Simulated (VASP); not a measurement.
Crystal: BeSiSb2.

```xyz
4
Lattice="4.1219 0.0000 0.0000 0.0000 4.1219 0.0000 0.0000 0.0000 5.7792" Properties=species:S:1:pos:R:3 pbc="T T T"
Be    0.0000    0.0000    0.0000
Sb    0.0000    2.0609    1.3073
Sb    2.0609    0.0000    4.4719
Si    2.0609    2.0609    2.8896
```

Base run:

```yaml
Program: VASP 6.6.1
Functional: LDA
Potentials_or_basis: VASP PAW LDA potentials, release 64 (Be, Sb, Si)
Cutoff: 520 eV
k_mesh: 6 × 6 × 4
Occupations: fermi-dirac, width 0.02 eV
Spin: no spin polarisation
```

Its results: band gap on the k mesh zero (band 8 reaches 5.58 eV, above the bottom of band 9 at 5.44 eV); pressure -2.1 GPa; largest force 0.180 eV/Å.

Question: The run is repeated on the same cell with these changes: functional from LDA to r2SCAN; potentials or basis from VASP PAW LDA potentials, release 64 (Be, Sb, Si) to VASP PAW PBE potentials, release 64 (Be, Sb, Si). What comes out?

Answer: Band gap on the k mesh 0.07 eV, indirect (least direct gap 0.56 eV); pressure 0.3 GPa; largest force 0.027 eV/Å.

Caveats: spin-orbit coupling is left out, which moves the levels of the heavy elements; the PAW data sets were made with another functional, which shifts forces and pressure a little (some runs).

A k mesh can miss the band edges.
